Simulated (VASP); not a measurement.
Set up this calculation in VASP 6.6.1, as the native input.

* Task: relaxation of cell and atoms
* Functional: PBEsol
* Potentials or basis: VASP PAW PBE potentials, release 64 (Zr_sv, O)
* Cutoff: 600 eV
* k mesh: 8 × 8 × 8
* Occupations: gaussian, width 0.01 eV
* Spin: no spin polarisation
* Dipole correction: no
* Further INCAR settings: ALGO = Normal; EDIFF = 1e-07; IBRION = 2; EDIFFG = -0.001; NSW = 80; ISIF = 3

The structure of ZrO2 lies in POSCAR:

```
ZrO2
1.0
    0.0000000000      2.5321252723      2.5321252723
    2.5321252723      0.0000000000      2.5321252723
    2.5321252723      2.5321252723      0.0000000000
Zr O
1 2
Direct
    0.0000000000      0.0000000000      0.0000000000
    0.2500000000      0.2500000000      0.2500000000
    0.7500000000      0.7500000000      0.7500000000
```

One way to write it, as run:

INCAR

```
SYSTEM = ZrO2
ALGO = Normal ; EDIFF = 1E-7
EDIFFG = -0.001 ; ENCUT = 600
GGA = PS ; GGA_COMPAT = .FALSE.
IBRION = 2 ; ISIF = 3
ISMEAR = 0 ; LASPH = .TRUE.
LCHARG = .FALSE. ; LREAL = .FALSE.
LWAVE = .FALSE. ; NELM = 120
NELMIN = 4 ; NSW = 80
PREC = Accurate ; SIGMA = 0.01
```

KPOINTS

```
k-points
0
G
  8 8 8
  0 0 0
```

Potentials or basis: VASP PAW PBE potentials, release 64 (Zr_sv, O).

Command:

```console
$ cat potpaw_PBE.64/Zr_sv/POTCAR potpaw_PBE.64/O/POTCAR > POTCAR
$ mpirun -np 1 vasp_std > vasp.out
```

It gave:

- Relaxed volume: 10.83 Å³/atom
- Relaxed cell: a = 3.582 Å, b = 3.582 Å, c = 3.582 Å, α = 60.00°, β = 60.00°, γ = 60.00°
- Space group after relaxing (to 0.1 Å): Fm-3m (No. 225)
- Energy gained by relaxing: 0.0 meV/atom
- Ionic steps: 3
- Pressure after relaxing: 0.0 GPa
- Band gap on the k mesh: 3.32 eV (least direct gap 3.76 eV)

Caveat: the PAW data sets were made with another functional, which shifts forces and pressure a little.

Run time: 100 s on 1 thread of Intel Xeon 8259CL, on a shared host, peak memory 0.18 GiB.
